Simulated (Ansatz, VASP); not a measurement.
**Sc2AlF3 in VASP and in Ansatz**

```
CELL_PARAMETERS angstrom
3.86952 0.00000 0.00000
-1.93476 3.35110 0.00000
0.00000 0.00000 7.81025
ATOMIC_POSITIONS crystal
Sc 0.66667 0.33333 0.24941
Sc 0.66667 0.33333 0.75059
Al 0.00000 0.00000 0.00000
F 0.00000 0.00000 0.50000
F 0.33333 0.66667 0.00000
F 0.33333 0.66667 0.50000
```

Change from the starting cell: species swapped into the La2Al3Ge type (P-6m2, No. 187).

Alike in both runs: task single point; functional PBE; k mesh 6 × 6 × 2; occupations gaussian, width 0.1 eV; collinear spin.

|  | VASP | Ansatz |
| --- | --- | --- |
| version | VASP 6.6.1 | Ansatz 0.2.0 |
| potentials or method | VASP PAW PBE potentials, release 64 (Sc_sv, Al, F), cutoff 600 eV | scalar-relativistic, plane waves, PAW |
| valence electrons in the cell | 46 | 46 |

Ansatz gave:

```
gap on the k mesh at the Fermi level (eV)                     : none
pressure (GPa)                                                : -4.8
traceless stress, the component that is largest in VASP (GPa) : -11.04
rms of the force components (eV/Å)                            : 0.965
net moment per atom (μB)                                      : 0.00
```

Estimate VASP's values.

gap on the k mesh at the Fermi level (eV): none; pressure (GPa): -5.0; traceless stress, the component that is largest in VASP (GPa): -11.03; rms of the force components (eV/Å): 0.966; net moment per atom (μB): 0.00.

Atom by atom the forces differ by 0.001 eV/Å (rms over components). A gap of «none» marks a metal or a gap that the smearing closes. The functional is the same, so the differences come from potentials, cutoffs and numerics. Ansatz's warnings: seeded moment not kept.

The k mesh is coarse, so the values compare programs but aren't converged.
